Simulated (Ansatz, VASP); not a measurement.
## SiC in VASP and in Ansatz

```xyz
2
Lattice="0.0000 1.8369 1.8369 1.8369 0.0000 1.8369 1.8369 1.8369 0.0000" Properties=species:S:1:pos:R:3 pbc="T T T"
C     0.0000    0.0000    0.0000
Si    1.8369    1.8369    1.8369
```

Alike in both runs: task single point; functional r2SCAN; k mesh 20 × 20 × 20; occupations gaussian, width 0.05 eV; no spin polarisation.

```csv
,VASP,Ansatz
version,VASP 6.6.1,Ansatz 0.2.0
potentials or method,"VASP PAW PBE potentials, release 64 (C, Si), cutoff 520 eV","scalar-relativistic, plane waves, PAW"
valence electrons in the cell,8,8
```

Ansatz gave:

| Property | Result |
| --- | --- |
| gap on the k mesh at the Fermi level (eV) | 1.41 |
| least direct gap on the mesh (eV) | 7.26 |

Problem. Estimate VASP's values.

Solution. gap on the k mesh at the Fermi level (eV): 1.42; least direct gap on the mesh (eV): 7.28.

VASP's potentials were made for PBE, not for r2SCAN.
